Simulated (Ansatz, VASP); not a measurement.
## Si: VASP beside Ansatz

Contents of INCAR:

```
PREC     = Accurate       # precision mode
ENCUT    = 500            # plane-wave cutoff, eV
EDIFF    = 1E-6           # SCF threshold, eV
ISMEAR   = 0              # smearing method
SIGMA    = 0.01           # smearing width, eV
LREAL    = F              # projectors in reciprocal space
LASPH    = T              # aspherical terms in the spheres
NELM     = 120            # most SCF steps
ALGO     = Normal         # electronic algorithm
ISIF     = 2              # what is computed and relaxed
LWAVE    = F              # write WAVECAR
LCHARG   = T              # write CHGCAR
GGA      = PE             # functional
LELF     = T              # ELF
LVHAR    = T            
NBANDS   = 11             # bands
GGA_COMPAT= F
```

The input KPOINTS:

```
Automatic mesh
0
Gamma
  12 12 12
```

File POSCAR:

```
Si
1.0
    0.0000000000      2.5718332640      2.5718332640
    2.5718332640      0.0000000000      2.5718332640
    2.5718332640      2.5718332640      0.0000000000
Si
2
Direct
    0.0000000000      0.0000000000      0.0000000000
    0.2500000000      0.2500000000      0.2500000000
```

Input for Ansatz:

```yaml
crystal:
  lattice:
    - [0.0, 2.571833264, 2.571833264]
    - [2.571833264, 0.0, 2.571833264]
    - [2.571833264, 2.571833264, 0.0]
  atoms:
    - { symbol: Si, position: [0.0, 0.0, 0.0] }
    - { symbol: Si, position: [0.25, 0.25, 0.25] }
scf:
  occupations: { method: fixed }
output:
  forces: true
  stress: true
  eigenvalues: true
  write_density: true
  write_potential: true
  elf: true
  volumetric_format: npy
hamiltonian:
  xc: pbe
basis:
  ecutwfc: 500
kpoints:
  mp_grid: { grid: [12, 12, 12] }
```

Alike in both runs: task single point; functional PBE; k mesh 12 × 12 × 12; no spin polarisation.

|  | VASP | Ansatz |
| --- | --- | --- |
| version | VASP 6.6.1 | Ansatz 0.2.0 |
| potentials or method | VASP PAW PBE potentials, release 64 (Si), cutoff 500 eV | scalar-relativistic, plane waves, PAW |
| occupations | gaussian, width 0.01 eV | fixed |
| valence electrons in the cell | 8 | 8 |

Ansatz gave:

```
gap on the k mesh at the Fermi level (eV) : 0.23
least direct gap on the mesh (eV)         : 2.61
pressure (GPa)                            : 24.1
```

Problem. Which values does VASP return?

Solution. gap on the k mesh at the Fermi level (eV): 0.23; least direct gap on the mesh (eV): 2.61; pressure (GPa): 24.0.
